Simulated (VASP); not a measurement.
# ZnO (P6_3mc) in VASP: further runs

ZnO is run at these levels: PBE; tasks: electric field gradients.

Program: VASP 6.6.1. These are calculated values, not measurements. Logs are shortened: lines on timing, memory, paths and dates and some standing lists are left out, and cuts for length are marked.

## (1) The cell of the first run

The structure is hexagonal, space group P6_3mc (No. 186). Conventional cell: a = 3.239 Å, b = 3.239 Å, c = 5.186 Å, α = 90.00°, β = 90.00°, γ = 120.00°. Zn (site symmetry 3m) has 4 O at 1.97 to 1.98 Å within 2.6 Å. Within 2.6 Å of O (site symmetry 3m) lie 4 Zn at 1.97 to 1.98 Å.

## (2) Electric field gradients, PBE (volume scaled by 0.99)

The input, INCAR:

```
ALGO     = Normal         # electronic algorithm
EDIFF    = 1E-8           # SCF threshold, eV
ENCUT    = 520            # plane-wave cutoff, eV
GGA      = PE             # functional
ISIF     = 2              # what is computed and relaxed
ISMEAR   = -1             # smearing method
LASPH    = T              # aspherical terms in the spheres
LCHARG   = F              # write CHGCAR
LEFG     = T            
LREAL    = F              # projectors in reciprocal space
LWAVE    = F              # write WAVECAR
NBANDS   = 26             # bands
NELM     = 100            # most SCF steps
PREC     = Accurate       # precision mode
SIGMA    = 0.02           # smearing width, eV
```

The input, KPOINTS:

```
k-points
0
Gamma
  11 11 6
```

The input, POSCAR:

```
ZnO
1.0
    3.2385310885      0.0000000000      0.0000000000
   -1.6192655442      2.8046501935      0.0000000000
    0.0000000000      0.0000000000      5.1863958566
Zn O
2 2
Direct
    0.3333333333      0.6666666667      0.0000000000
    0.6666666667      0.3333333333      0.5000000000
    0.3333333333      0.6666666667      0.3821000000
    0.6666666667      0.3333333333      0.8821000000
```

Potentials or basis: VASP PAW PBE potentials, release 64 (Zn, O).

The run is started by

```console
cat potpaw_PBE.64/Zn/POTCAR potpaw_PBE.64/O/POTCAR > POTCAR
mpirun -np 1 vasp_std > vasp.out
```

OUTCAR:

```text
EDIFF = 1E-8
   ENCUT = 520
   GGA = PE
   ISIF = 2
   ISMEAR = -1
   LASPH = T
   LREAL = F
   NELM = 100
   PREC = Accurate

 ion  position               nearest neighbor table
   1  0.333  0.667  0.000-   4 1.97   4 1.97   4 1.97   3 1.98
   2  0.667  0.333  0.500-   3 1.97   3 1.97   3 1.97   4 1.98
   3  0.333  0.667  0.382-   2 1.97   2 1.97   2 1.97   1 1.98
   4  0.667  0.333  0.882-   1 1.97   1 1.97   1 1.97   2 1.98

  LATTYP: Found a hexagonal cell.
 ALAT       =     3.2385310885
 C/A-ratio  =     1.6014655147

  Lattice vectors:

 A1 = (   3.2385310885,   0.0000000000,   0.0000000000)
 A2 = (  -1.6192655442,   2.8046501935,   0.0000000000)
 A3 = (   0.0000000000,   0.0000000000,   5.1863958566)

Analysis of symmetry for initial positions (statically):
=====================================================================
 Subroutine PRICEL returns:
 Original cell was already a primitive cell.

 Routine SETGRP: Setting up the symmetry group for a
 hexagonal supercell.

 Subroutine GETGRP returns: Found 12 space group operations
 (whereof  6 operations were pure point group operations)
 out of a pool of 24 trial point group operations.

The static configuration has the point symmetry C_3v.
 The point group associated with its full space group is C_6v.

Analysis of symmetry for dynamics (positions and initial velocities):
=====================================================================
 Subroutine PRICEL returns:
 Original cell was already a primitive cell.

 Routine SETGRP: Setting up the symmetry group for a
 hexagonal supercell.

 Subroutine GETGRP returns: Found 12 space group operations
 (whereof  6 operations were pure point group operations)
 out of a pool of 24 trial point group operations.

The dynamic configuration has the point symmetry C_3v.
 The point group associated with its full space group is C_6v.

 Subroutine INISYM returns: Found 12 space group operations
 (whereof  6 operations are pure point group operations),
 and found     1 'primitive' translations

----------------------------------------------------------------------------------------

                                     Primitive cell

  volume of cell :      47.1078

  direct lattice vectors                    reciprocal lattice vectors
     3.238531088  0.000000000  0.000000000     0.308781967  0.178275352  0.000000000
    -1.619265544  2.804650194  0.000000000     0.000000000  0.356550704  0.000000000
     0.000000000  0.000000000  5.186395857     0.000000000  0.000000000  0.192812124

  length of vectors
     3.238531088  3.238531088  5.186395857     0.356550704  0.356550704  0.192812124

  position of ions in fractional coordinates (direct lattice)
     0.333333333  0.666666667  0.000000000
     0.666666667  0.333333333  0.500000000
     0.333333333  0.666666667  0.382100000
     0.666666667  0.333333333  0.882100000

  ion indices of the primitive-cell ions
   primitive index   ion index
                 1           1
                 2           2
                 3           3
                 4           4

----------------------------------------------------------------------------------------

 KPOINTS: k-points

Automatic generation of k-mesh.
 Grid dimensions read from file:
 generate k-points for:   11   11    6

 Generating k-lattice:

  Cartesian coordinates                     Fractional coordinates (reciprocal lattice)
     0.028071088  0.016206850  0.000000000     0.090909091  0.000000000  0.000000000
     0.000000000  0.032413700  0.000000000     0.000000000  0.090909091  0.000000000
     0.000000000  0.000000000  0.032135354     0.000000000  0.000000000  0.166666667

  Length of vectors
     0.032413700  0.032413700  0.032135354

  Shift w.r.t. Gamma in fractional coordinates (k-lattice)
     0.000000000  0.000000000  0.000000000

 Subroutine IBZKPT returns following result:
 ===========================================

 Found     64 irreducible k-points:

 Following reciprocal coordinates:
            Coordinates               Weight
  0.000000  0.000000  0.000000      1.000000
  0.090909  0.000000  0.000000      6.000000
  0.181818  0.000000  0.000000      6.000000
  0.272727  0.000000  0.000000      6.000000
  0.363636  0.000000  0.000000      6.000000
  0.454545 -0.000000  0.000000      6.000000
[... 16 lines left out ...]
  0.090909  0.090909  0.166667     12.000000
  0.181818  0.090909  0.166667     24.000000
 [... further k-points ...]
   k-points           NKPTS =     64   k-points in BZ     NKDIM =     64   number of bands    NBANDS=     26
   number of dos      NEDOS =    301   number of ions     NIONS =      4
   total plane-waves  NPLWV =  23040
   dimension x,y,z NGX =    24 NGY =   24 NGZ =   40
   dimension x,y,z NGXF=    48 NGYF=   48 NGZF=   80
   ions per type =               2   2
   NGX,Y,Z   is equivalent  to a cutoff of  12.32, 12.32, 12.82 a.u.
   NGXF,Y,Z  is equivalent  to a cutoff of  24.64, 24.64, 25.64 a.u.
 SYSTEM =  unknown system
   PREC   = accura    normal or accurate (medium, high low for compatibility)
   ISTART =      0    job   : 0-new  1-cont  2-samecut
   ICHARG =      2    charge: 1-file 2-atom 10-const
   ISPIN  =      1    spin polarized calculation?
   LNONCOLLINEAR =      F non collinear calculations
   LSORBIT =      F    spin-orbit coupling
   LASPH  =      T    aspherical Exc in radial PAW
   ENCUT  =  520.0 eV  38.22 Ry    6.18 a.u.   6.02  6.02  9.64*2*pi/ulx,y,z
   NELM   =    100;   NELMIN=  2; NELMDL= -5     # of ELM steps
   EDIFF  = 0.1E-07   stopping-criterion for ELM
   LREAL  =      F    real-space projection
   EDIFFG = 0.1E-06   stopping-criterion for IOM
   NSW    =      0    number of steps for IOM
   IBRION =     -1    ionic relax: 0-MD 1-quasi-New 2-CG
   NFREE  =      0    steps in history (QN), initial steepest desc. (CG)
   ISIF   =      2    stress and relaxation
   ISYM   =      2    0-nonsym 1-usesym 2-fastsym
   POTIM  = 0.5000    time-step for ionic-motion
   TEBEG  =    0.0;   TEEND  =   0.0 temperature during run
   PSTRESS=    0.0 pullay stress
   NELECT =      36.0000    total number of electrons
   NUPDOWN=      -1.0000    fix difference up-down
   EMIN   =  10.00;   EMAX   =-10.00  energy-range for DOS
   EFERMI =   0.00;   METHOD = LEGACY
   ISMEAR =    -1;   SIGMA  =   0.02  broadening in eV -4-tet -1-fermi 0-gaus
   EFERMI_NEDOS =   21; number of points for ismear=-14 and -15
   IALGO  =     38    algorithm
   IMIX   =      4    mixing-type and parameters
     AMIX     =   0.40;   BMIX     =  1.00
     AMIX_MAG =   1.60;   BMIX_MAG =  1.00
  volume/ion in A,a.u.               =      11.78        79.47
  Fermi-wavevector in a.u.,A,eV,Ry     =   1.496735  2.828419 30.479976  2.240215
  Thomas-Fermi vector in A             =   2.608713
   LORBIT       =      0    0 simple, 1 ext, 2 COOP (PROOUT), +10 PAW based schemes
   GGA     = PE    functional components
   LHFCALC =     F    Hartree Fock is set to
   AEXX    =    0.0000 exact exchange contribution
   IVDW    =     0    specifies the selected vdW correction
   LEPSILON=     F    determine dielectric tensor
   LRPA    =     F    only Hartree local field effects (RPA)
 non-spin polarized calculation
  energy-cutoff  :      520.00
  volume of cell :       47.11
 maximum number of plane-waves:      1288
   NGX = 13   NGY = 13   NGZ = 19

 number of electron      36.0000014 magnetization

 Free energy of the ion-electron system (eV)
  ---------------------------------------------------
  ext. energy  EPLUGINS =         0.00000000
  ---------------------------------------------------
  free energy    TOTEN  =       -17.80172000 eV

  energy without entropy =      -17.80172000  energy(sigma->0) =      -17.80172000

 E-fermi :   1.7047     XC(G=0): -10.9668

 val. band max:        1.3004371039   @ k =   0.0000   0.0000   0.0000
 cond. band min:       2.1047161422   @ k =   0.0000   0.0000   0.0000
 fundamental gap:      0.8042790383
 Fermi energy:         1.7047319358

 k-point     1 :       0.0000    0.0000    0.0000
  band No.  band energies     occupation
      1     -16.8769      2.00000
      2     -16.1317      2.00000
      3      -4.4577      2.00000
      4      -4.4577      2.00000
      5      -4.3910      2.00000
      6      -4.3684      2.00000
[... 18 lines left out ...]
     25      15.4784      0.00000
     26      15.4784      0.00000

 k-point     2 :       0.0909    0.0000    0.0000
  band No.  band energies     occupation
      1     -16.8307      2.00000
      2     -16.1114      2.00000
      3      -4.5128      2.00000
      4      -4.4297      2.00000
      5      -4.3408      2.00000
      6      -4.3305      2.00000
[... 18 lines left out ...]
     25      15.5958      0.00000
     26      15.5960      0.00000

 k-point     3 :       0.1818    0.0000    0.0000
  band No.  band energies     occupation
      1     -16.7018      2.00000
      2     -16.0584      2.00000
      3      -4.6349      2.00000
      4      -4.3572      2.00000
      5      -4.3382      2.00000
      6      -4.2448      2.00000
[... 572 lines left out ...]
 k-point    23 :       0.0909    0.0909    0.1667
  band No.  band energies     occupation
      1     -16.6997      2.00000
      2     -16.1208      2.00000
      3      -4.6102      2.00000
      4      -4.4886      2.00000
      5      -4.3504      2.00000
      6      -4.3174      2.00000
[... 18 lines left out ...]
     25      14.4889      0.00000
     26      15.6189      0.00000

 k-point    24 :       0.1818    0.0909    0.1667
  band No.  band energies     occupation
      1     -16.5495      2.00000
      2     -16.0556      2.00000
      3      -4.7075      2.00000
      4      -4.4895      2.00000
      5      -4.2932      2.00000
      6      -4.2218      2.00000
[... 18 lines left out ...]
     25      14.3988      0.00000
     26      15.9166      0.00000

 [... further k-points ...]

------------------------ aborting loop because EDIFF is reached ----------------------------------------

  FORCE on cell =-STRESS in cart. coord.  units (eV):
  Direction    XX          YY          ZZ          XY          YZ          ZX
  --------------------------------------------------------------------------------------
  -------------------------------------------------------------------------------------
  Total        2.2143668      2.2143668      2.2760860      0.0000000      0.0000000      0.0000000
  in kB       75.3126110     75.3126110     77.4117373      0.0000000      0.0000000      0.0000000
  external PRESSURE =      76.0123198 kB  Pullay stress =       0.0000000 kB

 VOLUME and BASIS-vectors are now :
 -----------------------------------------------------------------------------
  energy-cutoff  :      520.00
  volume of cell :       47.11
      direct lattice vectors                 reciprocal lattice vectors
     3.238531088  0.000000000  0.000000000     0.308781967  0.178275352  0.000000000
    -1.619265544  2.804650194  0.000000000     0.000000000  0.356550704  0.000000000
     0.000000000  0.000000000  5.186395857     0.000000000  0.000000000  0.192812124

 POSITION                                       TOTAL-FORCE (eV/Angst)
 -----------------------------------------------------------------------------------
     -0.00000      1.86977      0.00000         0.000000     -0.000000      0.033010
      1.61927      0.93488      2.59320        -0.000000      0.000000      0.033010
     -0.00000      1.86977      1.98172         0.000000     -0.000000     -0.033010
      1.61927      0.93488      4.57492        -0.000000      0.000000     -0.033010
 -----------------------------------------------------------------------------------
    total drift:                               -0.000000      0.000000      0.000017

  FREE ENERGIE OF THE ION-ELECTRON SYSTEM (eV)
  ---------------------------------------------------
  free  energy   TOTEN  =       -17.8017199972 eV

  energy  without entropy=      -17.8017199972  energy(sigma->0) =      -17.80172000

 Electric field gradients (V/A^2)
---------------------------------------------------------------------
 ion       V_xx      V_yy      V_zz      V_xy      V_xz      V_yz
---------------------------------------------------------------------
   1      -3.853    -3.856     7.709    -0.002     0.000    -0.000
   2      -3.853    -3.856     7.709    -0.002    -0.000     0.000
   3       1.669     1.665    -3.334    -0.004     0.000    -0.000
   4       1.669     1.665    -3.334    -0.004    -0.000     0.000
---------------------------------------------------------------------

 Electric field gradients after diagonalization (V/A^2)
 (convention: |V_zz| > |V_xx| > |V_yy|)
----------------------------------------------------------------------
 ion       V_xx      V_yy      V_zz     asymmetry (V_yy - V_xx)/ V_zz
----------------------------------------------------------------------
   1      -3.857    -3.852     7.709       0.001
   2      -3.857    -3.852     7.709       0.001
   3       1.671     1.663    -3.334       0.002
   4       1.671     1.663    -3.334       0.002
----------------------------------------------------------------------

           NMR quadrupolar parameters

 Cq : quadrupolar parameter    Cq=e*Q*V_zz/h
 eta: asymmetry parameters     (V_yy - V_xx)/ V_zz
 Q  : nuclear electric quadrupole moment in mb (millibarn)
----------------------------------------------------------------------
 ion       Cq(MHz)       eta       Q (mb)
----------------------------------------------------------------------
   1       0.019       0.001       1.000
   2       0.019       0.001       1.000
   3      -0.008       0.002       1.000
   4      -0.008       0.002       1.000
----------------------------------------------------------------------
```

It took 58 s on 1 thread of Intel Xeon Platinum 8375C at 2.90GHz (Ice Lake), shared host; peak memory 0.2 GiB.

Results:

```
Free energy            : -17.8017 eV
Pressure               : 7.6 GPa
Largest force          : 0.033 eV/Å
Band gap on the k mesh : 0.80 eV, direct
```

Forces on the atoms (eV/Å):
```
Zn   0.000  0.000  0.033
Zn   0.000  0.000  0.033
O    0.000  0.000 -0.033
O    0.000  0.000 -0.033
```

Electric field gradients, principal values (V/Å²):
```
atom   least  middle  greatest (by size)
1 Zn  -3.852  -3.857               7.709
2 Zn  -3.852  -3.857               7.709
 3 O   1.663   1.671              -3.334
 4 O   1.663   1.671              -3.334
```

Caveat: without QUAD_EFG the Cq values of the log hold for a quadrupole moment of 1 mb, not for the nuclei.

## (3) Electric field gradients, PBE (volume scaled by 0.99)

The input, INCAR:

```
SYSTEM = ZnO
PREC = Accurate
ENCUT = 520
EDIFF = 1E-8
ISMEAR = -1
SIGMA = 0.02
LREAL = .False.
LASPH = .True.
NELM = 60
ALGO = Normal
ISIF = 2
LWAVE = .False.
LCHARG = .False.
GGA = PE
LEFG = .True.
NBANDS = 26
```

The input, KPOINTS:

```
regular mesh
0
Gamma
  11 11 6
  0 0 0
```

POSCAR is that of step 2.

Potentials or basis: VASP PAW PBE potentials, release 64 (Zn, O).

The run is started by

```console
cat potpaw_PBE.64/Zn/POTCAR potpaw_PBE.64/O/POTCAR > POTCAR
mpirun -np 1 vasp_std > vasp.out
```

OUTCAR:

```text
SYSTEM = ZnO
   PREC = Accurate
   ENCUT = 520
   EDIFF = 1E-8
   ISMEAR = -1
   LREAL = .False.
   LASPH = .True.
   NELM = 60
   ISIF = 2
   GGA = PE

 ion  position               nearest neighbor table
   1  0.333  0.667  0.000-   4 1.97   4 1.97   4 1.97   3 1.98
   2  0.667  0.333  0.500-   3 1.97   3 1.97   3 1.97   4 1.98
   3  0.333  0.667  0.382-   2 1.97   2 1.97   2 1.97   1 1.98
   4  0.667  0.333  0.882-   1 1.97   1 1.97   1 1.97   2 1.98

  LATTYP: Found a hexagonal cell.
 ALAT       =     3.2385310885
 C/A-ratio  =     1.6014655147

  Lattice vectors:

[... 924 lines left out ...]
 ion       V_xx      V_yy      V_zz      V_xy      V_xz      V_yz
---------------------------------------------------------------------
   1      -3.853    -3.856     7.709    -0.002     0.000    -0.000
   2      -3.853    -3.856     7.709    -0.002    -0.000     0.000
   3       1.669     1.665    -3.334    -0.004     0.000    -0.000
   4       1.669     1.665    -3.334    -0.004    -0.000     0.000
---------------------------------------------------------------------

 Electric field gradients after diagonalization (V/A^2)
 (convention: |V_zz| > |V_xx| > |V_yy|)
----------------------------------------------------------------------
 ion       V_xx      V_yy      V_zz     asymmetry (V_yy - V_xx)/ V_zz
----------------------------------------------------------------------
   1      -3.857    -3.852     7.709       0.001
   2      -3.857    -3.852     7.709       0.001
   3       1.671     1.663    -3.334       0.002
   4       1.671     1.663    -3.334       0.002
----------------------------------------------------------------------

           NMR quadrupolar parameters

 Cq : quadrupolar parameter    Cq=e*Q*V_zz/h
 eta: asymmetry parameters     (V_yy - V_xx)/ V_zz
 Q  : nuclear electric quadrupole moment in mb (millibarn)
----------------------------------------------------------------------
 ion       Cq(MHz)       eta       Q (mb)
----------------------------------------------------------------------
   1       0.019       0.001       1.000
   2       0.019       0.001       1.000
   3      -0.008       0.002       1.000
   4      -0.008       0.002       1.000
----------------------------------------------------------------------
```

Run time: 57 s. Hardware: 1 thread of Intel Xeon Platinum 8375C at 2.90GHz (Ice Lake), shared host; peak memory 0.2 GiB.

Results:

* Free energy: -17.8017 eV
* Pressure: 7.6 GPa
* Largest force: 0.033 eV/Å
* Band gap on the k mesh: 0.80 eV, direct

Forces in eV/Å, atoms in the order of the input:
```
Zn   0.000  0.000  0.033
Zn   0.000  0.000  0.033
O    0.000  0.000 -0.033
O    0.000  0.000 -0.033
```

Levels at points of the mesh, in eV from the valence-band top:
```tsv
k point	band 15	band 16	band 17	band 18	band 19	band 20	band 21	band 22
(0.00, 0.00, 0.00)	-0.80	-0.10	0.00	0.00	0.80	5.23	8.28	12.89
(0.00, 0.00, 0.50)	-0.39	-0.39	-0.39	-0.39	3.48	3.48	10.13	10.13
```

Electric field gradients, principal values (V/Å²):
```csv
atom,least,middle,greatest (by size)
1 Zn,-3.852,-3.857,7.709
2 Zn,-3.852,-3.857,7.709
3 O,1.663,1.671,-3.334
4 O,1.663,1.671,-3.334
```

Caveat: without QUAD_EFG the Cq values of the log hold for a quadrupole moment of 1 mb, not for the nuclei.

[end of part 1 of 2]
